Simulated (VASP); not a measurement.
# In3Se (Pm-3m) in VASP: settings compared

In3Se is run at these levels: RPBE, revPBE, BLYP; tasks: single point.

Everything below comes from runs of VASP 6.6.1. Logs are shortened: lines on timing, memory, paths and dates and some standing lists are left out, and cuts for length are marked.

### Step 1. The cell of the first run

The structure is cubic, space group Pm-3m (No. 221). Conventional cell: a = 4.804 Å, b = 4.804 Å, c = 4.804 Å, α = 90.00°, β = 90.00°, γ = 90.00°. In (site symmetry 4/mmm) has 8 In at 3.40 Å and 4 Se at 3.40 Å within 4.5 Å. Se (site symmetry m-3m) has 12 In at 3.40 Å within 4.5 Å.

### Step 2. Single point, RPBE

File INCAR:

```
PREC = Accurate
ENCUT = 520
EDIFF = 1E-6
ISMEAR = -1
SIGMA = 0.05
LREAL = False
LASPH = True
NELM = 60
ALGO = Normal
ISIF = 2
LWAVE = False
LCHARG = True
GGA = RP
LELF = True
LVHAR = True
NBANDS = 30
```

File KPOINTS:

```
Automatic mesh
0
Gamma
  3 3 3
```

File POSCAR:

```
In3Se
1.0
    4.8037580000      0.0000000000      0.0000000000
    0.0000000000      4.8037580000      0.0000000000
    0.0000000000      0.0000000000      4.8037580000
In Se
3 1
Direct
    0.5000000000      0.5000000000      0.0000000000
    0.5000000000      0.0000000000      0.5000000000
    0.0000000000      0.5000000000      0.5000000000
    0.0000000000      0.0000000000      0.0000000000
```

Potentials or basis: VASP PAW PBE potentials, release 64 (In_d, Se).

Launch:

```
$ cat potpaw_PBE.64/In_d/POTCAR potpaw_PBE.64/Se/POTCAR > POTCAR
$ mpirun -np 1 vasp_std > vasp.out
```

OUTCAR:

```text
PREC = Accurate
   ENCUT = 520
   EDIFF = 1E-6
   ISMEAR = -1
   LREAL = False
   LASPH = True
   NELM = 60
   ISIF = 2
   GGA = RP

 ion  position               nearest neighbor table
   1  0.500  0.500  0.000-   2 3.40   3 3.40   4 3.40   2 3.40   3 3.40   2 3.40   4 3.40   2 3.40
                             3 3.40   4 3.40   3 3.40   4 3.40
   2  0.500  0.000  0.500-   1 3.40   3 3.40   4 3.40   1 3.40   4 3.40   1 3.40   3 3.40   1 3.40
                             3 3.40   4 3.40   4 3.40   3 3.40
   3  0.000  0.500  0.500-   1 3.40   2 3.40   4 3.40   1 3.40   4 3.40   2 3.40   4 3.40   4 3.40
                             1 3.40   2 3.40   1 3.40   2 3.40
   4  0.000  0.000  0.000-   1 3.40   2 3.40   3 3.40   2 3.40   3 3.40   1 3.40   3 3.40   3 3.40
                             1 3.40   2 3.40   2 3.40   1 3.40

  LATTYP: Found a simple cubic cell.
 ALAT       =     4.8037580000

  Lattice vectors:

 A1 = (   4.8037580000,   0.0000000000,   0.0000000000)
 A2 = (   0.0000000000,   4.8037580000,   0.0000000000)
 A3 = (   0.0000000000,   0.0000000000,   4.8037580000)

Analysis of symmetry for initial positions (statically):
=====================================================================
 Subroutine PRICEL returns:
 Original cell was already a primitive cell.

 Routine SETGRP: Setting up the symmetry group for a
 simple cubic supercell.

 Subroutine GETGRP returns: Found 48 space group operations
 (whereof 48 operations were pure point group operations)
 out of a pool of 48 trial point group operations.

The static configuration has the point symmetry O_h .

Analysis of symmetry for dynamics (positions and initial velocities):
=====================================================================
 Subroutine PRICEL returns:
 Original cell was already a primitive cell.

 Routine SETGRP: Setting up the symmetry group for a
 simple cubic supercell.

 Subroutine GETGRP returns: Found 48 space group operations
 (whereof 48 operations were pure point group operations)
 out of a pool of 48 trial point group operations.

The dynamic configuration has the point symmetry O_h .

 Subroutine INISYM returns: Found 48 space group operations
 (whereof 48 operations are pure point group operations),
 and found     1 'primitive' translations

----------------------------------------------------------------------------------------

                                     Primitive cell

[... 72 lines left out ...]
   NELM   =     60;   NELMIN=  2; NELMDL= -5     # of ELM steps
   EDIFF  = 0.1E-05   stopping-criterion for ELM
   LREAL  =      F    real-space projection
   EDIFFG = 0.1E-04   stopping-criterion for IOM
   NSW    =      0    number of steps for IOM
   IBRION =     -1    ionic relax: 0-MD 1-quasi-New 2-CG
   NFREE  =      0    steps in history (QN), initial steepest desc. (CG)
   ISIF   =      2    stress and relaxation
   ISYM   =      2    0-nonsym 1-usesym 2-fastsym
   POTIM  = 0.5000    time-step for ionic-motion
   TEBEG  =    0.0;   TEEND  =   0.0 temperature during run
   PSTRESS=    0.0 pullay stress
   NELECT =      45.0000    total number of electrons
   NUPDOWN=      -1.0000    fix difference up-down
   EMIN   =  10.00;   EMAX   =-10.00  energy-range for DOS
   EFERMI =   0.00;   METHOD = LEGACY
   ISMEAR =    -1;   SIGMA  =   0.05  broadening in eV -4-tet -1-fermi 0-gaus
   EFERMI_NEDOS =   21; number of points for ismear=-14 and -15
   IALGO  =     38    algorithm
   IMIX   =      4    mixing-type and parameters
     AMIX     =   0.40;   BMIX     =  1.00
     AMIX_MAG =   1.60;   BMIX_MAG =  1.00
  volume/ion in A,a.u.               =      27.71       187.02
  Fermi-wavevector in a.u.,A,eV,Ry     =   1.212173  2.290675 19.991897  1.469363
  Thomas-Fermi vector in A             =   2.347665
   LORBIT       =      0    0 simple, 1 ext, 2 COOP (PROOUT), +10 PAW based schemes
   GGA     = RP    functional components
   LHFCALC =     F    Hartree Fock is set to
   AEXX    =    0.0000 exact exchange contribution
   IVDW    =     0    specifies the selected vdW correction
   LEPSILON=     F    determine dielectric tensor
   LRPA    =     F    only Hartree local field effects (RPA)
 non-spin polarized calculation
  energy-cutoff  :      520.00
  volume of cell :      110.85
 maximum number of plane-waves:      3007
 NGX is ok and might be reduce to    36
   NGX = 17   NGY = 17   NGZ = 17

 number of electron      45.0000024 magnetization

 Free energy of the ion-electron system (eV)
  ---------------------------------------------------
  ext. energy  EPLUGINS =         0.00000000
  ---------------------------------------------------
  free energy    TOTEN  =       -10.04577508 eV

  energy without entropy =      -10.01028792  energy(sigma->0) =      -10.02803150

 E-fermi :   6.4173     XC(G=0):  -9.6251

 val. band max:        5.4978173296   @ k =   0.3333   0.3333   0.3333
 cond. band min:       6.4305383289   @ k =   0.3333   0.0000   0.0000
 fundamental gap:      0.9327209993
 Fermi energy:         6.4173231072

 k-point     1 :       0.0000    0.0000    0.0000
  band No.  band energies     occupation
      1      -8.7675      2.00000
      2      -8.7675      2.00000
      3      -8.7675      2.00000
      4      -8.7644      2.00000
      5      -8.6590      2.00000
      6      -8.6590      2.00000
[... 121 lines left out ...]
     29      12.8270      0.00000
     30      13.6930      0.00000

------------------------ aborting loop because EDIFF is reached ----------------------------------------

  FORCE on cell =-STRESS in cart. coord.  units (eV):
  Direction    XX          YY          ZZ          XY          YZ          ZX
  --------------------------------------------------------------------------------------
  -------------------------------------------------------------------------------------
  Total        1.1132068      1.1132068      1.1132068      0.0000000      0.0000000     -0.0000000
  in kB       16.0895190     16.0895190     16.0895190      0.0000000      0.0000000     -0.0000000
  external PRESSURE =      16.0895190 kB  Pullay stress =       0.0000000 kB

 VOLUME and BASIS-vectors are now :
 -----------------------------------------------------------------------------
  energy-cutoff  :      520.00
  volume of cell :      110.85
      direct lattice vectors                 reciprocal lattice vectors
     4.803758000  0.000000000  0.000000000     0.208170353  0.000000000  0.000000000
     0.000000000  4.803758000  0.000000000     0.000000000  0.208170353  0.000000000
     0.000000000  0.000000000  4.803758000     0.000000000  0.000000000  0.208170353

 POSITION                                       TOTAL-FORCE (eV/Angst)
 -----------------------------------------------------------------------------------
      2.40188      2.40188      0.00000         0.000000      0.000000      0.000000
      2.40188      0.00000      2.40188         0.000000      0.000000      0.000000
      0.00000      2.40188      2.40188         0.000000      0.000000      0.000000
      0.00000      0.00000      0.00000         0.000000      0.000000      0.000000
 -----------------------------------------------------------------------------------
    total drift:                                0.000000      0.000000      0.000000

  FREE ENERGIE OF THE ION-ELECTRON SYSTEM (eV)
  ---------------------------------------------------
  free  energy   TOTEN  =       -10.0457750827 eV

  energy  without entropy=      -10.0102879242  energy(sigma->0) =      -10.02803150
```

It took 30 s on 1 thread of AMD EPYC 7R13, shared host; peak memory 0.17 GiB.

What came out:

- Free energy: -10.0458 eV
- Pressure: 1.6 GPa
- Band gap on the k mesh: zero (an odd number of electrons rules out a gap without spin polarisation)

Caveat: the k points lie up to 0.44 Å⁻¹ apart, too coarse for converged energies and pressures of a metal; the PAW data sets were made with another functional, which shifts forces and pressure a little; spin-orbit coupling is left out, which moves the levels of the heavy elements.

### Step 3. Single point, revPBE

File INCAR:

```
SYSTEM = In3Se
PREC     = Accurate       ! precision mode
ENCUT    = 520            ! plane-wave cutoff, eV
EDIFF    = 1E-7           ! SCF threshold, eV
ISMEAR   = -1             ! smearing method
SIGMA    = 0.05           ! smearing width, eV
LREAL    = .False.        ! projectors in reciprocal space
LASPH    = .True.         ! aspherical terms in the spheres
NELM     = 80             ! most SCF steps
ALGO     = Normal         ! electronic algorithm
ISIF     = 2              ! what is computed and relaxed
LWAVE    = .False.        ! write WAVECAR
LCHARG   = .True.         ! write CHGCAR
GGA      = RE             ! functional
LELF     = .True.         ! ELF
LVHAR    = .True.       
NBANDS   = 30             ! bands
```

File KPOINTS:

```
Automatic mesh
0
Gamma
  3 3 3
  0 0 0
```

POSCAR is that of step 2.

Potentials or basis: VASP PAW PBE potentials, release 64 (In_d, Se).

Launch:

```
$ cat potpaw_PBE.64/In_d/POTCAR potpaw_PBE.64/Se/POTCAR > POTCAR
$ mpirun -np 1 vasp_std > vasp.out
```

Wall time 34 s (1 thread of AMD EPYC 7R13, shared host); peak memory 0.17 GiB.

The run converged. Its results:

| Quantity | Value |
| --- | --- |
| Free energy | -10.2610 eV |
| Pressure | 1.2 GPa |
| Band gap on the k mesh | zero (an odd number of electrons rules out a gap without spin polarisation) |

Levels at points of the mesh, in eV from the Fermi level:
```tsv
k point	band 20	band 21	band 22	band 23	band 24	band 25
(0.00, 0.00, 0.00)	-3.55	-2.52	-2.52	0.83	0.83	0.83
```

Caveat: the k points lie up to 0.44 Å⁻¹ apart, too coarse for converged energies and pressures of a metal; the PAW data sets were made with another functional, which shifts forces and pressure a little; spin-orbit coupling is left out, which moves the levels of the heavy elements.

### Step 4. Single point, BLYP

File INCAR:

```
  PREC = Accurate
  ENCUT = 520
  EDIFF = 1E-7
  ISMEAR = -1
  SIGMA = 0.05
  LREAL = F
  LASPH = T
  NELM = 100
  ALGO = Normal
  ISIF = 2
  LWAVE = F
  LCHARG = T
  GGA = B5
  ALDAX = 1.0
  AGGAX = 1.0
  AGGAC = 1.0
  ALDAC = 0.0
  LELF = T
  LVHAR = T
  NBANDS = 30
```

File KPOINTS:

```
regular mesh
0
Gamma
  3 3 3
```

POSCAR is that of step 3.

Launch:

```
$ cat potpaw_PBE.64/In_d/POTCAR potpaw_PBE.64/Se/POTCAR > POTCAR
$ mpirun -np 1 vasp_std > vasp.out
```

Run time: 70 s. Hardware: 1 thread of AMD EPYC 7R13, shared host; peak memory 0.17 GiB.

Results (log left out):

| Item | Value |
| --- | --- |
| Free energy | -8.9290 eV |
| Pressure | 3.9 GPa |
| Band gap on the k mesh | zero (an odd number of electrons rules out a gap without spin polarisation) |

Levels at points of the mesh, in eV from the Fermi level:
```csv
k point,band 19,band 20,band 21,band 22,band 23,band 24,band 25,band 26
"(0.00, 0.00, 0.00)",-3.48,-3.48,-2.73,-2.73,0.78,0.78,0.78,3.77
```

Caveat: the k points lie up to 0.44 Å⁻¹ apart, too coarse for converged energies and pressures of a metal; the PAW data sets were made with another functional, which shifts forces and pressure a little; spin-orbit coupling is left out, which moves the levels of the heavy elements.

### Step 5. Summary

```tsv
level	gap on the mesh (eV)	pressure (GPa)
RPBE	none	1.6
revPBE	none	1.2
BLYP	none	3.9
```

Alike in all rows: task single point; potentials or basis VASP PAW PBE potentials, release 64 (In_d, Se); no spin polarisation; cell as given; k mesh 3 × 3 × 3; cutoff (eV) 520; smearing fermi-dirac 0.05 eV.

Caveats: all runs use coarse meshes; the PAW data sets were made with another functional, which shifts forces and pressure a little; spin-orbit coupling is left out, which moves the levels of the heavy elements.

Total energies depend on the potentials used, so only differences within one code and one set of settings carry meaning.
